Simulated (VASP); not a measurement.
Input of a VASP 6.6.1 run:

The input INCAR:

```
ALGO     = Normal         # electronic algorithm
EDIFF    = 1E-6           # SCF threshold, eV
ENCUT    = 520            # plane-wave cutoff, eV
GGA      = PE             # functional
ISIF     = 2              # what is computed and relaxed
ISMEAR   = 0              # smearing method
LASPH    = T              # aspherical terms in the spheres
LCHARG   = T              # write CHGCAR
LELF     = T              # ELF
LREAL    = F              # projectors in reciprocal space
LVHAR    = T            
LWAVE    = F              # write WAVECAR
NBANDS   = 31             # bands
NELM     = 60             # most SCF steps
PREC     = Accurate       # precision mode
SIGMA    = 0.1            # smearing width, eV
```

The input KPOINTS:

```
k-points
0
Gamma
  6 6 2
```

The input POSCAR:

```
AlGa2N3
1.0
    2.9717150732      0.0000000025      0.0000000000
   -1.4858575388      2.5735807449      0.0000000000
    0.0000000000      0.0000000000      7.2846909605
Al Ga N
1 2 3
Direct
    0.0000000000      0.0000000000      0.0000000000
    0.3333333333      0.6666666667      0.6699740141
    0.6666666667      0.3333333333      0.3300259859
    0.6666666667      0.3333333333      0.8425489412
    0.0000000000      0.0000000000      0.5000000000
    0.3333333333      0.6666666667      0.1574510588
```

Potentials or basis: VASP PAW PBE potentials, release 64 (Al, Ga_d, N).

The run is started by

```console
$ cat potpaw_PBE.64/Al/POTCAR potpaw_PBE.64/Ga_d/POTCAR potpaw_PBE.64/N/POTCAR > POTCAR
$ mpirun -np 1 vasp_std > vasp.out
```

Q: Estimate the band gap on the k mesh.

A: 1.47 eV (least direct gap 2.42 eV).

Q: Predict the pressure.

A: 0.4 GPa.

Forces on the atoms (eV/Å):
```
Al   0.000  0.000  0.000
Ga   0.000  0.000  0.006
Ga   0.000  0.000 -0.006
N    0.000  0.000  0.044
N    0.000  0.000  0.000
N    0.000  0.000 -0.044
```

Caveat: the k points lie up to 0.43 Å⁻¹ apart. A k mesh can miss the band edges.
